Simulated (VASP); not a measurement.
# Al2Cu (I4/mcm) in VASP: further runs

Runs on Al2Cu. Level: PBE. Tasks: single point.

Program: VASP 6.6.1. These are calculated values, not measurements. Logs are shortened: lines on timing, memory, paths and dates and some standing lists are left out, and cuts for length are marked.

## (1) The cell of the first run

The structure is tetragonal, space group I4/mcm (No. 140). Conventional cell: a = 5.750 Å, b = 5.750 Å, c = 5.127 Å, α = 90.00°, β = 90.00°, γ = 90.00°. Al (site symmetry m2m) has 4 Cu at 2.52 Å and 11 Al at 2.58 to 3.15 Å within 3.3 Å. Within 3.3 Å of Cu (site symmetry 422) lie 8 Al at 2.52 Å and 2 Cu at 2.56 Å.

## (2) Single point, PBE

Contents of INCAR:

```
SYSTEM = Al2Cu
PREC = Accurate ; ENCUT = 520
EDIFF = 1E-7 ; ISMEAR = 0
SIGMA = 0.15 ; LREAL = .False.
LASPH = .True. ; NELM = 100
ALGO = Fast ; ISIF = 2
LWAVE = .False. ; LCHARG = .False.
GGA = PE ; NBANDS = 26
```

Contents of KPOINTS:

```
Automatic mesh
0
Gamma
  10 10 10
  0 0 0
```

Contents of POSCAR:

```
Al2Cu
1.0
   -2.8748500000      2.8748500000      2.5633500000
    2.8748500000     -2.8748500000      2.5633500000
    2.8748500000      2.8748500000     -2.5633500000
Al Cu
4 2
Direct
    0.1587211657      0.6587211657      0.8174423314
    0.6587211657      0.8412788343      0.5000000000
    0.8412788343      0.3412788343      0.1825576686
    0.3412788343      0.1587211657      0.5000000000
    0.7500000000      0.7500000000      0.0000000000
    0.2500000000      0.2500000000      0.0000000000
```

Potentials or basis: VASP PAW PBE potentials, release 64 (Al, Cu).

Started as:

```sh
$ cat potpaw_PBE.64/Al/POTCAR potpaw_PBE.64/Cu/POTCAR > POTCAR
$ mpirun -np 1 vasp_std > vasp.out
```

OUTCAR:

```text
SYSTEM = Al2Cu
   PREC = Accurate
   ENCUT = 520
   EDIFF = 1E-7
   ISMEAR = 0
   LREAL = .False.
   LASPH = .True.
   NELM = 100
   ISIF = 2
   GGA = PE

 ion  position               nearest neighbor table
   1  0.159  0.659  0.817-   5 2.52   6 2.52   5 2.52   6 2.52   3 2.58   3 2.96   3 2.96   2 3.06
                             4 3.06   4 3.06   2 3.06   4 3.15   2 3.15   2 3.15   4 3.15
   2  0.659  0.841  0.500-   6 2.52   5 2.52   5 2.52   6 2.52   4 2.58   4 2.96   4 2.96   3 3.06
                             1 3.06   3 3.06   1 3.06   3 3.15   1 3.15   1 3.15   3 3.15
   3  0.841  0.341  0.183-   5 2.52   6 2.52   5 2.52   6 2.52   1 2.58   1 2.96   1 2.96   2 3.06
                             4 3.06   4 3.06   2 3.06   4 3.15   2 3.15   2 3.15   4 3.15
   4  0.341  0.159  0.500-   5 2.52   6 2.52   6 2.52   5 2.52   2 2.58   2 2.96   2 2.96   1 3.06
                             1 3.06   3 3.06   3 3.06   3 3.15   1 3.15   1 3.15   3 3.15
   5  0.750  0.750  0.000-   4 2.52   3 2.52   1 2.52   2 2.52   3 2.52   2 2.52   4 2.52   1 2.52
                             6 2.56   6 2.56
   6  0.250  0.250  0.000-   3 2.52   2 2.52   1 2.52   3 2.52   4 2.52   4 2.52   1 2.52   2 2.52
                             5 2.56   5 2.56

  LATTYP: Found a body centered tetragonal cell.
 ALAT       =     5.7497000000
 C/A-ratio  =     0.8916465207

  Lattice vectors:

 A1 = (  -2.8748500000,   2.8748500000,   2.5633500000)
 A2 = (   2.8748500000,  -2.8748500000,   2.5633500000)
 A3 = (   2.8748500000,   2.8748500000,  -2.5633500000)

Analysis of symmetry for initial positions (statically):
=====================================================================
 Subroutine PRICEL returns:
 Original cell was already a primitive cell.

 Routine SETGRP: Setting up the symmetry group for a
 body centered tetragonal supercell.

 Subroutine GETGRP returns: Found 16 space group operations
 (whereof  8 operations were pure point group operations)
 out of a pool of 16 trial point group operations.

The static configuration has the point symmetry C_4h.
 The point group associated with its full space group is D_4h.

Analysis of symmetry for dynamics (positions and initial velocities):
=====================================================================
 Subroutine PRICEL returns:
 Original cell was already a primitive cell.

 Routine SETGRP: Setting up the symmetry group for a
 body centered tetragonal supercell.

 Subroutine GETGRP returns: Found 16 space group operations
 (whereof  8 operations were pure point group operations)
 out of a pool of 16 trial point group operations.

The dynamic configuration has the point symmetry C_4h.
 The point group associated with its full space group is D_4h.

 Subroutine INISYM returns: Found 16 space group operations
 (whereof  8 operations are pure point group operations),
 and found     1 'primitive' translations

----------------------------------------------------------------------------------------

                                     Primitive cell

  volume of cell :      84.7419

  direct lattice vectors                    reciprocal lattice vectors
    -2.874850000  2.874850000  2.563350000     0.000000000  0.173922118  0.195057249
     2.874850000 -2.874850000  2.563350000     0.173922118  0.000000000  0.195057249
     2.874850000  2.874850000 -2.563350000     0.173922118  0.173922118  0.000000000

  length of vectors
     4.806275925  4.806275925  4.806275925     0.261335481  0.261335481  0.245963018

  position of ions in fractional coordinates (direct lattice)
     0.158721166  0.658721166  0.817442331
     0.658721166  0.841278834  0.500000000
     0.841278834  0.341278834  0.182557669
     0.341278834  0.158721166  0.500000000
     0.750000000  0.750000000  0.000000000
     0.250000000  0.250000000  0.000000000

  ion indices of the primitive-cell ions
   primitive index   ion index
                 1           1
                 2           2
                 3           3
                 4           4
                 5           5
                 6           6

----------------------------------------------------------------------------------------

 KPOINTS: Automatic mesh

Automatic generation of k-mesh.
 Grid dimensions read from file:
 generate k-points for:   10   10   10

 Generating k-lattice:

  Cartesian coordinates                     Fractional coordinates (reciprocal lattice)
     0.000000000  0.017392212  0.019505725     0.100000000  0.000000000 -0.000000000
     0.017392212  0.000000000  0.019505725     0.000000000  0.100000000 -0.000000000
     0.017392212  0.017392212  0.000000000     0.000000000  0.000000000  0.100000000

  Length of vectors
     0.026133548  0.026133548  0.024596302

  Shift w.r.t. Gamma in fractional coordinates (k-lattice)
     0.000000000  0.000000000  0.000000000

 Subroutine IBZKPT returns following result:
 ===========================================

 Found    102 irreducible k-points:

 Following reciprocal coordinates:
            Coordinates               Weight
  0.000000  0.000000  0.000000      1.000000
  0.100000 -0.000000  0.000000      8.000000
  0.200000 -0.000000  0.000000      8.000000
  0.300000 -0.000000  0.000000      8.000000
  0.400000  0.000000  0.000000      8.000000
  0.500000 -0.000000  0.000000      4.000000
[... 16 lines left out ...]
  0.300000  0.300000  0.000000      8.000000
  0.400000  0.300000  0.000000     16.000000
 [... further k-points ...]
   k-points           NKPTS =    102   k-points in BZ     NKDIM =    102   number of bands    NBANDS=     26
   number of dos      NEDOS =    301   number of ions     NIONS =      6
   total plane-waves  NPLWV =  46656
   dimension x,y,z NGX =    36 NGY =   36 NGZ =   36
   dimension x,y,z NGXF=    72 NGYF=   72 NGZF=   72
   ions per type =               4   2
   NGX,Y,Z   is equivalent  to a cutoff of  12.45, 12.45, 12.45 a.u.
   NGXF,Y,Z  is equivalent  to a cutoff of  24.90, 24.90, 24.90 a.u.
 SYSTEM =  Al2Cu
   PREC   = accura    normal or accurate (medium, high low for compatibility)
   ISTART =      0    job   : 0-new  1-cont  2-samecut
   ICHARG =      2    charge: 1-file 2-atom 10-const
   ISPIN  =      1    spin polarized calculation?
   LNONCOLLINEAR =      F non collinear calculations
   LSORBIT =      F    spin-orbit coupling
   LASPH  =      T    aspherical Exc in radial PAW
   ENCUT  =  520.0 eV  38.22 Ry    6.18 a.u.   8.94  8.94  8.94*2*pi/ulx,y,z
   NELM   =    100;   NELMIN=  2; NELMDL= -5     # of ELM steps
   EDIFF  = 0.1E-06   stopping-criterion for ELM
   LREAL  =      F    real-space projection
   EDIFFG = 0.1E-05   stopping-criterion for IOM
   NSW    =      0    number of steps for IOM
   IBRION =     -1    ionic relax: 0-MD 1-quasi-New 2-CG
   NFREE  =      0    steps in history (QN), initial steepest desc. (CG)
   ISIF   =      2    stress and relaxation
   ISYM   =      2    0-nonsym 1-usesym 2-fastsym
   POTIM  = 0.5000    time-step for ionic-motion
   TEBEG  =    0.0;   TEEND  =   0.0 temperature during run
   PSTRESS=    0.0 pullay stress
   NELECT =      34.0000    total number of electrons
   NUPDOWN=      -1.0000    fix difference up-down
   EMIN   =  10.00;   EMAX   =-10.00  energy-range for DOS
   EFERMI =   0.00;   METHOD = LEGACY
   ISMEAR =     0;   SIGMA  =   0.15  broadening in eV -4-tet -1-fermi 0-gaus
   EFERMI_NEDOS =   21; number of points for ismear=-14 and -15
   IALGO  =     68    algorithm
   IMIX   =      4    mixing-type and parameters
     AMIX     =   0.40;   BMIX     =  1.00
     AMIX_MAG =   1.60;   BMIX_MAG =  1.00
  volume/ion in A,a.u.               =      14.12        95.31
  Fermi-wavevector in a.u.,A,eV,Ry     =   1.207448  2.281746 19.836346  1.457930
  Thomas-Fermi vector in A             =   2.343085
   LORBIT       =      0    0 simple, 1 ext, 2 COOP (PROOUT), +10 PAW based schemes
   GGA     = PE    functional components
   LHFCALC =     F    Hartree Fock is set to
   AEXX    =    0.0000 exact exchange contribution
   IVDW    =     0    specifies the selected vdW correction
   LEPSILON=     F    determine dielectric tensor
   LRPA    =     F    only Hartree local field effects (RPA)
 non-spin polarized calculation
 RMM-DIIS sequential band-by-band and
 Gauss-broadening in eV      SIGMA  =   0.15
  energy-cutoff  :      520.00
  volume of cell :       84.74
 maximum number of plane-waves:      2318
   NGX = 17   NGY = 17   NGZ = 17

 number of electron      33.9999957 magnetization

 Free energy of the ion-electron system (eV)
  ---------------------------------------------------
  ext. energy  EPLUGINS =         0.00000000
  ---------------------------------------------------
  free energy    TOTEN  =       -23.08003632 eV

  energy without entropy =      -23.05476920  energy(sigma->0) =      -23.06740276

 E-fermi :   8.5746     XC(G=0): -11.0827

 val. band max:        8.5673033709   @ k =  -0.4000   0.1000   0.0000
 cond. band min:       8.5998472371   @ k =  -0.2000   0.2000   0.2000
 fundamental gap:      0.0325438662
 Fermi energy:         8.5745663400

 k-point     1 :       0.0000    0.0000    0.0000
  band No.  band energies     occupation
      1      -2.5588      2.00000
      2       3.1585      2.00000
      3       3.1585      2.00000
      4       3.1826      2.00000
      5       3.4744      2.00000
      6       4.1486      2.00000
[... 18 lines left out ...]
     25      15.1206      0.00000
     26      15.6494      0.00000

 k-point     2 :       0.1000   -0.0000    0.0000
  band No.  band energies     occupation
      1      -2.4558      2.00000
      2       3.1222      2.00000
      3       3.1564      2.00000
      4       3.1756      2.00000
      5       3.4888      2.00000
      6       4.0901      2.00000
[... 18 lines left out ...]
     25      15.2313      0.00000
     26      15.9316      0.00000

 k-point     3 :       0.2000   -0.0000    0.0000
  band No.  band energies     occupation
      1      -2.1480      2.00000
      2       2.8625      2.00000
      3       3.1503      2.00000
      4       3.1578      2.00000
      5       3.5241      2.00000
      6       3.9611      2.00000
[... 572 lines left out ...]
 k-point    23 :       0.3000    0.3000    0.0000
  band No.  band energies     occupation
      1       0.2374      2.00000
      2       0.8096      2.00000
      3       0.8881      2.00000
      4       2.9695      2.00000
      5       3.8509      2.00000
      6       3.8758      2.00000
[... 18 lines left out ...]
     25      14.3664      0.00000
     26      15.2158      0.00000

 k-point    24 :       0.4000    0.3000    0.0000
  band No.  band energies     occupation
      1      -0.0683      2.00000
      2       0.7828      2.00000
      3       1.1895      2.00000
      4       3.0050      2.00000
      5       3.7376      2.00000
      6       3.8275      2.00000
[... 18 lines left out ...]
     25      15.4702      0.00000
     26      15.7397      0.00000

 [... further k-points ...]
[... 5 lines left out ...]
  --------------------------------------------------------------------------------------
  -------------------------------------------------------------------------------------
  Total        5.7897384      5.7897384      0.1205143      0.0000000      0.0000000      0.0000000
  in kB      109.4639820    109.4639820      2.2785098      0.0000000      0.0000000      0.0000000
  external PRESSURE =      73.7354913 kB  Pullay stress =       0.0000000 kB

 VOLUME and BASIS-vectors are now :
 -----------------------------------------------------------------------------
  energy-cutoff  :      520.00
  volume of cell :       84.74
      direct lattice vectors                 reciprocal lattice vectors
    -2.874850000  2.874850000  2.563350000     0.000000000  0.173922118  0.195057249
     2.874850000 -2.874850000  2.563350000     0.173922118  0.000000000  0.195057249
     2.874850000  2.874850000 -2.563350000     0.173922118  0.173922118  0.000000000

 POSITION                                       TOTAL-FORCE (eV/Angst)
 -----------------------------------------------------------------------------------
      3.78745      0.91260      0.00000         0.248714      0.248714      0.000000
      1.96225      0.91260      2.56335        -0.248714      0.248714      0.000000
     -0.91260      1.96225      2.56335        -0.248714     -0.248714     -0.000000
      0.91260      1.96225      0.00000         0.248714     -0.248714     -0.000000
      0.00000      0.00000      3.84502        -0.000000      0.000000      0.000000
      0.00000      0.00000      1.28167        -0.000000      0.000000      0.000000
 -----------------------------------------------------------------------------------
    total drift:                                0.000000     -0.000000      0.000000

  FREE ENERGIE OF THE ION-ELECTRON SYSTEM (eV)
  ---------------------------------------------------
  free  energy   TOTEN  =       -23.0800363151 eV

  energy  without entropy=      -23.0547691978  energy(sigma->0) =      -23.06740276
```

It took 3.1 min on 1 thread of Intel Xeon Platinum 8559C (Emerald Rapids), shared host; peak memory 0.33 GiB.

Results:

* Free energy: -23.0800 eV
* Pressure: 7.4 GPa
* Largest force: 0.352 eV/Å
* Band gap on the k mesh: zero (band 17 reaches 10.75 eV, above the bottom of band 18 at 7.16 eV)

Forces on the atoms (eV/Å):
```
Al   0.249  0.249  0.000
Al  -0.249  0.249  0.000
Al  -0.249 -0.249  0.000
Al   0.249 -0.249  0.000
Cu   0.000  0.000  0.000
Cu   0.000  0.000  0.000
```

Levels at points of the mesh, in eV from the Fermi level:
```
           k point  band 15  band 16  band 17  band 18  band 19  band 20
(0.00, 0.00, 0.00)    -1.53    -1.53    -1.49    -1.41    -0.01     0.10
(0.50, 0.00, 0.00)    -2.62    -2.62     0.55     0.55     3.06     3.06
(0.50, 0.50, 0.00)    -1.72    -1.26    -0.93    -0.48     1.49     2.09
(0.50, 0.50, 0.50)    -3.33    -2.29     2.18     2.93     2.93     3.77
```

(Continued in part 2 of 2.)
